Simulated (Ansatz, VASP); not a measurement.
## Two plane-wave programs on F

```
F
1.0
     2.47041   -1.61564    0.11651
     2.47041    1.61564    0.11651
    -0.26474    0.00000    6.52922
F
4
Direct
  0.59418 0.90464 0.59644
  0.09536 0.40582 0.90356
  0.40582 0.09536 0.40356
  0.90464 0.59418 0.09644
```

Alike in both runs: task single point; functional LDA; k mesh 10 × 10 × 4; no spin polarisation.

```csv
,VASP,Ansatz
version,VASP 6.6.1,Ansatz 0.2.0
potentials or method,"VASP PAW LDA potentials, release 64 (F)","plane waves, PAW"
plane-wave cutoff (eV),520,420
occupations,"gaussian, width 0.01 eV",fixed
valence electrons in the cell,28,28
```

```tsv
	VASP	Ansatz	Ansatz less VASP
gap on the k mesh at the Fermi level (eV)	2.62	2.70	+0.082
pressure (GPa)	-1.2	-2.2	-0.94
traceless stress, the component that is largest in VASP (GPa)	0.58	-1.72	-2.302
rms of the force components (eV/Å)	0.203	0.126	-0.0771
```

LDA's correlation is that of Perdew and Zunger in VASP and of Perdew and Wang (1992) in Ansatz. Atom by atom the forces differ by 0.328 eV/Å (rms over components).
